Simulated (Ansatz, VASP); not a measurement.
## GaN: VASP beside Ansatz

The input INCAR:

```
PREC     = Accurate       # precision mode
ENCUT    = 600            # plane-wave cutoff, eV
EDIFF    = 1E-6           # SCF threshold, eV
ISMEAR   = 0              # smearing method
SIGMA    = 0.1            # smearing width, eV
LREAL    = F              # projectors in reciprocal space
LASPH    = T              # aspherical terms in the spheres
NELM     = 120            # most SCF steps
ALGO     = Normal         # electronic algorithm
ISIF     = 2              # what is computed and relaxed
LWAVE    = F              # write WAVECAR
LCHARG   = T              # write CHGCAR
GGA      = PE             # functional
LELF     = T              # ELF
LVHAR    = T            
NBANDS   = 16             # bands
GGA_COMPAT= F
```

File KPOINTS:

```
Automatic mesh
0
Gamma
  8 8 8
```

POSCAR

```
GaN
1.0
    3.1869310000      0.0000000000      0.0000000000
    1.5934655000      2.7599632061      0.0000000000
    1.5934655000      0.9199877354      2.6021182652
Ga N
1 1
Direct
    0.0000000000      0.0000000000      0.0000000000
    0.7500000000      0.7500000000      0.7500000000
```

Input for Ansatz:

```yaml
crystal:
  lattice:
    - [3.186931, 0.0, 0.0]
    - [1.5934655000000004, 2.7599632061081447, 0.0]
    - [1.5934655000000004, 0.9199877353693817, 2.6021182651525785]
  atoms:
    - { symbol: Ga, position: [0.0, 0.0, 0.0] }
    - { symbol: "N", position: [0.7500000000000001, 0.75, 0.75] }
basis:
  ecutwfc: 630.0
kpoints:
  mp_grid:
    grid: [8, 8, 8]
hamiltonian:
  xc: pbe
  pseudopotentials:
    kind: paw
scf:
  convergence:
    dr2_threshold: 1.0e-05
  occupations:
    method: gaussian
output:
  optics:
    de: 0.05
    nscf_kmesh:
      grid: [10, 10, 10]
```

Alike in both runs: task single point; functional PBE; k mesh 8 × 8 × 8; no spin polarisation.

|  | VASP | Ansatz |
| --- | --- | --- |
| version | VASP 6.6.1 | Ansatz 0.2.0 |
| potentials or method | VASP PAW PBE potentials, release 64 (Ga_d, N), cutoff 600 eV | plane waves, PAW |
| occupations | gaussian, width 0.1 eV | gaussian |
| valence electrons in the cell | 18 | 18 |

```tsv
	VASP	Ansatz	Ansatz less VASP
gap on the k mesh at the Fermi level (eV)	1.72	1.72	-0.005
```

Ansatz's warnings: settled levels scf threshold loose.
